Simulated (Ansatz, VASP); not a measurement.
# One calculation of Sr, two programs

```
CELL_PARAMETERS angstrom
10.98763 0.00000 0.00000
-5.49381 9.51557 0.00000
0.00000 0.00000 4.42111
ATOMIC_POSITIONS crystal
Sr 0.00000 0.00000 0.00000
```

Alike in both runs: task single point; functional PBEsol; k mesh 6 × 6 × 8; occupations gaussian, width 0.03 eV; no spin polarisation.

|  | VASP | Ansatz |
| --- | --- | --- |
| version | VASP 6.6.1 | Ansatz 0.2.0 |
| potentials or method | VASP PAW PBE potentials, release 64 (Sr_sv), cutoff 520 eV | scalar-relativistic, plane waves, PAW |
| valence electrons in the cell | 10 | 10 |

```tsv
	VASP	Ansatz	Ansatz less VASP
gap on the k mesh at the Fermi level (eV)	0.32	0.31	-0.009
least direct gap on the mesh (eV)	0.33	0.33	-0.009
pressure (GPa)	0.0	0.0	0.00
```

VASP's potentials were made for PBE, not for PBEsol. The functional is the same, so the differences come from potentials, cutoffs and numerics.
